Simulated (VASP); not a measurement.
A run of VASP 6.6.1 is set up as follows.

File INCAR:

```
PREC = Accurate
ENCUT = 520
EDIFF = 1E-6
ISMEAR = 0
SIGMA = 0.1
LREAL = F
LASPH = T
NELM = 100
ALGO = Fast
ISIF = 2
LWAVE = F
LCHARG = F
GGA = PE
NBANDS = 24
```

KPOINTS

```
regular mesh
0
Gamma
  4 4 4
```

File POSCAR:

```
ZnBr3
1.0
    4.8314920881      0.0000000000      0.0000000000
    0.0000000000      4.8314920881      0.0000000000
    0.0000000000      0.0000000000      8.0440798264
Zn Br
1 3
Direct
    0.0000000000      0.0000000000      0.0000000000
    0.0000000000      0.0000000000      0.2747502177
    0.0000000000      0.0000000000      0.7252497823
    0.5000000000      0.5000000000      0.5000000000
```

Potentials or basis: VASP PAW PBE potentials, release 64 (Zn, Br).

Run with:

```bash
$ cat potpaw_PBE.64/Zn/POTCAR potpaw_PBE.64/Br/POTCAR > POTCAR
$ mpirun -np 1 vasp_std > vasp.out
```

Question: What does it give for the largest force?

Answer: 0.046 eV/Å.

Question: Estimate the band gap on the k mesh.

Answer: Zero (an odd number of electrons rules out a gap without spin polarisation).

Question: Estimate the pressure.

Answer: 0.1 GPa.

Forces in eV/Å, atoms in the order of the input:
```
Zn   0.000  0.000  0.000
Br   0.000  0.000  0.046
Br   0.000  0.000 -0.046
Br   0.000  0.000  0.000
```

Caveat: an odd number of electrons without spin polarisation forces a metal; a magnetic or distorted state may lie lower.
